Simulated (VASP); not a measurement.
# Y3LuO2: single point with PBE

Y3LuO2:

```
CELL_PARAMETERS angstrom
3.33853 1.92750 3.39728
-3.33853 1.92750 3.39728
0.00000 -3.85500 3.39728
ATOMIC_POSITIONS crystal
Y 0.50000 0.50000 0.00000
Y 0.00000 0.50000 0.50000
Y 0.50000 0.00000 0.50000
Lu 0.00000 0.00000 0.00000
O 0.63817 0.63817 0.63817
O 0.36183 0.36183 0.36183
```

```
Program                : VASP 6.6.1
Task                   : single point
Functional             : PBE
Potentials or basis    : VASP PAW PBE potentials, release 64 (Y_sv, Lu, O)
Cutoff                 : 520 eV
k mesh                 : 3 × 3 × 3
Occupations            : gaussian, width 0.1 eV
Spin                   : no spin polarisation
Dipole correction      : no
Further INCAR settings : ALGO = Normal; EDIFF = 1e-06; NBANDS = 44
```

```yaml
Pressure: 27.1 GPa
Largest_force: 1.479 eV/Å
Band_gap_on_the_k_mesh: zero (band 35 reaches 3.58 eV, above the bottom of band 36 at 3.10 eV)
```

Forces on the atoms (eV/Å):
```
Y    0.000  0.000  0.000
Y    0.000  0.000  0.000
Y    0.000  0.000  0.000
Lu   0.000  0.000  0.000
O    0.000  0.000 -1.479
O    0.000  0.000  1.479
```

Stress tensor (GPa, compression positive):
```
40.69  0.00  0.00
 0.00 40.69  0.00
 0.00  0.00  0.05
```

Levels at points of the mesh, in eV from the Fermi level:
```csv
k point,band 31,band 32,band 33,band 34,band 35,band 36,band 37,band 38,band 39,band 40
"(0.00, 0.00, 0.00)",-3.16,-3.16,-1.61,-1.61,-0.44,-0.44,0.03,2.45,2.45,3.53
```

It took 34 s on 1 thread of Intel(R) Xeon(R) 6975P-C (Granite Rapids), with other jobs on the host, peak memory 0.26 GiB.

Caveat: the k points lie up to 0.42 Å⁻¹ apart; spin-orbit coupling is left out, which moves the levels of the heavy elements; forces of over 1 eV/Å act on the atoms, so gaps and moduli don't describe the material at rest.
